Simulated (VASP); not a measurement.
Wanted: the native input for a VASP 6.6.1 run.

```
Task                   : relaxation of the atoms
Functional             : PBEsol
Potentials or basis    : VASP PAW PBE potentials, release 64 (Si, O)
Cutoff                 : 520 eV
k mesh                 : 1 × 1 × 1, shifted
Occupations            : fermi-dirac, width 0.05 eV
Spin                   : no spin polarisation
Dipole correction      : no
Further INCAR settings : LREAL = Auto; ALGO = Normal; EDIFF = 1e-07; ISYM = -1; IBRION = 2; EDIFFG = -0.03; NSW = 100
```

The structure of Si24O47 (a cell with a defect) lies in POSCAR:

```
Si24O47
1.0
    8.3886930000      0.0000000000      0.0000000000
    0.0000000000      8.3886930000      0.0000000000
    0.0000000000      0.0000000000      8.0356430000
Si O
24 47
Direct
    0.0029660000      0.0033200000      0.9999170000
    0.0010920000      0.0032250000      0.3329790000
    0.9993880000      0.0017480000      0.6706240000
    0.9978300000      0.4997000000      0.0014690000
    0.9985970000      0.5027200000      0.3330000000
    0.0041530000      0.4982010000      0.6692660000
    0.4981930000      0.9996720000      0.0012500000
    0.5008180000      0.0022710000      0.3308480000
    0.5011340000      0.9974910000      0.6700740000
    0.5000190000      0.5035850000      0.9993580000
    0.4994940000      0.5003990000      0.3338410000
    0.5029980000      0.5014150000      0.6633870000
    0.2477360000      0.2459580000      0.1661870000
    0.2498730000      0.2483450000      0.5000960000
    0.2505580000      0.2487580000      0.8388210000
    0.2536830000      0.7496830000      0.1677000000
    0.2507430000      0.7463030000      0.4990650000
    0.2536250000      0.7527880000      0.8386120000
    0.7517370000      0.2499020000      0.1644080000
    0.7500830000      0.2497110000      0.4991270000
    0.7496880000      0.2493210000      0.8356150000
    0.7492510000      0.7502070000      0.1676010000
    0.7489130000      0.7521490000      0.4959180000
    0.7516910000      0.7545620000      0.8292150000
    0.1549420000      0.1508640000      0.9991580000
    0.1548430000      0.1494500000      0.3354880000
    0.1519010000      0.1557230000      0.6716890000
    0.1515710000      0.6493580000      0.0033830000
    0.1539740000      0.6530110000      0.3356680000
    0.1525000000      0.6544340000      0.6660040000
    0.6543980000      0.1490960000      0.0043390000
    0.6523900000      0.1517420000      0.3301520000
    0.6526740000      0.1511730000      0.6657930000
    0.6529530000      0.6543580000      0.0007810000
    0.6591650000      0.6515410000      0.3295930000
    0.6548580000      0.6552860000      0.6668170000
    0.3450450000      0.3484840000      0.9969770000
    0.3502640000      0.3445020000      0.3340480000
    0.3465410000      0.3449720000      0.6660460000
    0.3446660000      0.8484650000      0.9960490000
    0.3514190000      0.8477270000      0.3375600000
    0.3482770000      0.8469200000      0.6648780000
    0.8525970000      0.3481400000      0.9989560000
    0.8492950000      0.3433430000      0.3377180000
    0.8523360000      0.3462690000      0.6652810000
    0.8460020000      0.8421630000      0.0012780000
    0.8458240000      0.8484210000      0.3339380000
    0.8451400000      0.8444540000      0.6634260000
    0.0969170000      0.4042790000      0.1644470000
    0.0921490000      0.4048480000      0.5005010000
    0.0975590000      0.4049140000      0.8358050000
    0.0970490000      0.9002020000      0.1681980000
    0.1025270000      0.9039420000      0.5004180000
    0.0980330000      0.9020150000      0.8346470000
    0.5983180000      0.4075880000      0.1656590000
    0.5966890000      0.4037670000      0.8337370000
    0.5989170000      0.8991670000      0.1705350000
    0.5971610000      0.8988320000      0.4979450000
    0.5951240000      0.9026290000      0.8357560000
    0.4003930000      0.0965510000      0.1703960000
    0.4042860000      0.1005380000      0.4980480000
    0.3987170000      0.0994180000      0.8348800000
    0.4022080000      0.5943570000      0.1661040000
    0.4093330000      0.5956210000      0.4973440000
    0.4057230000      0.5970640000      0.8336570000
    0.9035340000      0.0974830000      0.1640030000
    0.9031040000      0.0991140000      0.4969380000
    0.9049610000      0.1021130000      0.8301670000
    0.9037480000      0.5988420000      0.1675030000
    0.9010110000      0.5938800000      0.4953470000
    0.9013090000      0.6003130000      0.8329040000
```

One way to write it, as run:

INCAR

```
SYSTEM = Si24O47
  PREC = Accurate
  ENCUT = 520
  EDIFF = 1E-7
  ISMEAR = -1
  SIGMA = 0.05
  LREAL = Auto
  LASPH = .TRUE.
  NELM = 120
  ALGO = Normal
  ISIF = 2
  LWAVE = .FALSE.
  LCHARG = .FALSE.
  GGA = PS
  IBRION = 2
  NSW = 100
  EDIFFG = -0.03
  ISYM = -1
  GGA_COMPAT = .FALSE.
  NELMIN = 4
  KPAR = 1
```

KPOINTS

```
explicit points
1
Reciprocal
  0.25000000   0.25000000   0.25000000 1
```

Potentials or basis: VASP PAW PBE potentials, release 64 (Si, O).

Run with:

```console
$ cat potpaw_PBE.64/Si/POTCAR potpaw_PBE.64/O/POTCAR > POTCAR
$ mpirun -np 4 vasp_std > vasp.out
```

Results of the run:

* Energy gained by relaxing: 19.5 meV/atom
* Ionic steps: 18
* Pressure after relaxing: 0.0 GPa
* Largest force after relaxing: 0.026 eV/Å
* Band gap on the k mesh: 4.24 eV

Caveat: the PAW data sets were made with another functional, which shifts forces and pressure a little.

It took 14 min on 4 MPI ranks on Intel(R) Xeon(R) Platinum 8175M CPU @ 2.50GHz (Skylake/Cascade Lake), with other jobs on the host, peak memory 0.27 GiB a rank.
